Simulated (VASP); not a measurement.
Si:

```
CELL_PARAMETERS angstrom
5.77827 0.00000 0.00000
-1.92609 5.44780 0.00000
-1.92609 -2.72390 4.71793
ATOMIC_POSITIONS crystal
Si 0.75000 0.25000 0.50000
Si 0.75000 0.50000 0.25000
Si 0.50000 0.25000 0.75000
Si 0.25000 0.50000 0.75000
Si 0.25000 0.75000 0.50000
Si 0.50000 0.75000 0.25000
```

Base run:

| Property | Result |
| --- | --- |
| Program | VASP 6.6.1 |
| Functional | PBEsol |
| Potentials or basis | VASP PAW PBE potentials, release 64 (Si) |
| Cutoff | 520 eV |
| k mesh | 5 × 5 × 5 |
| Occupations | fermi-dirac, width 0.15 eV |
| Spin | no spin polarisation |

Its results: band gap on the k mesh 0.26 eV, direct; pressure 0.7 GPa.

**Question.** After a change of settings the same cell gave: band gap on the k mesh 0.07 eV, indirect (least direct gap 0.28 eV); pressure 0.6 GPa. Which change was it?
A. k mesh from 5 × 5 × 5 to 2 × 2 × 2
B. k mesh from 5 × 5 × 5 to 4 × 4 × 4
C. k mesh from 5 × 5 × 5 to 3 × 3 × 3; further incar settings from ALGO = Normal; EDIFF = 1e-06; NBANDS = 21 to ALGO = Normal; EDIFF = 1e-07; NBANDS = 21

**Answer.** B.

Caveats: the PAW data sets were made with another functional, which shifts forces and pressure a little.
